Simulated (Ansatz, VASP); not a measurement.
# CdTe in VASP and in Ansatz

File POSCAR:

```
CdTe
1.0
    0.0000000000      3.2050000000      3.2050000000
    3.2050000000      0.0000000000      3.2050000000
    3.2050000000      3.2050000000      0.0000000000
Te Cd
1 1
Direct
    0.7500000000      0.7500000000      0.7500000000
    0.0000000000      0.0000000000      0.0000000000
```

Contents of INCAR.step1:

```
SYSTEM = CdTe
PREC = Accurate
ENCUT = 600
EDIFF = 1E-5
ISMEAR = -1
SIGMA = 0.05
LREAL = .False.
LASPH = .True.
NELM = 80
ALGO = Normal
LWAVE = .True.
LCHARG = .False.
GGA = PE
NBANDS = 16
```

INCAR.step2

```
SYSTEM = CdTe
PREC = Accurate
ENCUT = 600
EDIFF = 1E-7
ISMEAR = -1
SIGMA = 0.05
LREAL = .False.
LASPH = .True.
NELM = 80
ALGO = Normal
ISIF = 3
LWAVE = .False.
LCHARG = .False.
GGA = B3
LHFCALC = .True.
AEXX = 0.2
AGGAX = 0.72
AGGAC = 0.81
ALDAC = 0.19
PRECFOCK = Normal
IBRION = 2
NSW = 60
EDIFFG = -0.01
ISTART = 1
```

File KPOINTS:

```
Automatic mesh
0
Gamma
  4 4 4
  0 0 0
```

File input.yaml:

```yaml
crystal:
  lattice:
    - [0.0, 3.205, 3.205]
    - [3.205, 0.0, 3.205]
    - [3.205, 3.205, 0.0]
  atoms:
    - { symbol: Te, position: [0.75, 0.75, 0.75] }
    - { symbol: Cd, position: [0.0, 0.0, 0.0] }
hamiltonian:
  xc: b3lyp
  pseudopotentials: { kind: paw }
kpoints:
  mp_grid: { grid: [4, 4, 4] }
scf:
  occupations: { method: fermi_dirac, width: 0.05 }
output:
  forces: true
  stress: true
relax:
  f_tol: 0.01
  max_steps: 40
  cell: { stress_tol: 0.05 }
```

Alike in both runs: task relaxation of cell and atoms; functional B3LYP; k mesh 4 × 4 × 4; occupations fermi-dirac, width 0.05 eV; no spin polarisation.

|  | VASP | Ansatz |
| --- | --- | --- |
| version | VASP 6.6.1 | Ansatz 0.2.0 |
| potentials or method | VASP PAW PBE potentials, release 64 (Te, Cd) | Ansatz PAW |
| plane-wave cutoff (eV) | 600 | 420 |
| valence electrons in the cell | 18 | 36 |

```csv
,VASP,Ansatz,Ansatz less VASP
"gap on the k mesh at the Fermi level, each at its own relaxed structure (eV)",1.54,1.53,-0.010
relaxed volume (Å³/atom),37.32,37.32,-0.006
relaxed cell length with the largest relative difference (Å),4.726,4.726,-0.0002
```

VASP's potentials were made for PBE, not for B3LYP. VASP's potentials hold 18 valence electrons a cell and Ansatz's 36, so a difference there can come from the potentials and not from the codes.

The k mesh is coarse, so the values compare programs but aren't converged. Neither program's run includes spin-orbit coupling. Noted on Ansatz's run: the plane-wave basis is chosen anew once the cell has moved, so the energies of steps on either side of that aren't comparable.
